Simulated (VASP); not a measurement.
Crystal: Zn2Cl3.

```
Zn Cl
1.0
     4.59779    0.00000    0.00000
    -2.29889    3.98180    0.00000
     0.00000    0.00000    5.55141
Zn Cl
2 3
Direct
  0.33333 0.66667 0.13800
  0.66667 0.33333 0.86200
  0.00000 0.00000 0.00000
  0.33333 0.66667 0.62500
  0.66667 0.33333 0.37500
```

| Quantity | Value |
| --- | --- |
| Program | VASP 6.6.1 |
| Task | relaxation of cell and atoms |
| Functional | PBE |
| Potentials or basis | VASP PAW PBE potentials, release 64 (Zn, Cl) |
| Cutoff | 600 eV |
| k mesh | 6 × 6 × 4 |
| Occupations | gaussian, width 0.1 eV |
| Spin | no spin polarisation |

At the start: pressure 0.9 GPa; volume 20.33 Å³/atom.

Task: How do energy, volume and symmetry change on relaxing?

Result: Over 11 steps the energy falls by 163.6 meV/atom and the volume is 22.62 Å³/atom (+11.3 %); space group P-3m1 (No. 164, to 0.05 Å).

The path:
| step | energy change (eV) | largest force (eV/Å) | pressure (GPa) | volume (Å³) |
| --- | --- | --- | --- | --- |
| 1 | 0.0000 | 1.0683 | 0.89 | 101.63 |
| 2 | -0.2751 | 0.7035 | 0.07 | 103.24 |
| 3 | -0.7204 | 0.2310 | -0.24 | 107.26 |
| 4 | 0.1532 | 1.5074 | 9.20 | 111.45 |
| 5 | -0.7634 | 0.1588 | 0.20 | 108.21 |
| 6 | -0.7247 | 0.3149 | 2.86 | 110.36 |
| 7 | -0.8015 | 0.1023 | 0.94 | 109.16 |
| 8 | -0.8028 | 0.0990 | 1.30 | 109.49 |
| 9 | -0.8073 | 0.0222 | -1.01 | 115.64 |
| 10 | -0.8168 | 0.0497 | -0.03 | 112.79 |
| 11 | -0.8179 | 0.0215 | 0.00 | 113.09 |

Final structure:
```
CELL_PARAMETERS angstrom
5.23905 0.00000 0.00000
-2.61952 4.53715 0.00000
0.00000 0.00000 4.75742
ATOMIC_POSITIONS crystal
Zn 0.33333 0.66667 0.17826
Zn 0.66667 0.33333 0.82174
Cl 0.00000 0.00000 0.00000
Cl 0.33333 0.66667 0.67466
Cl 0.66667 0.33333 0.32534
```

Caveat: an odd number of electrons without spin polarisation forces a metal; a magnetic or distorted state may lie lower.
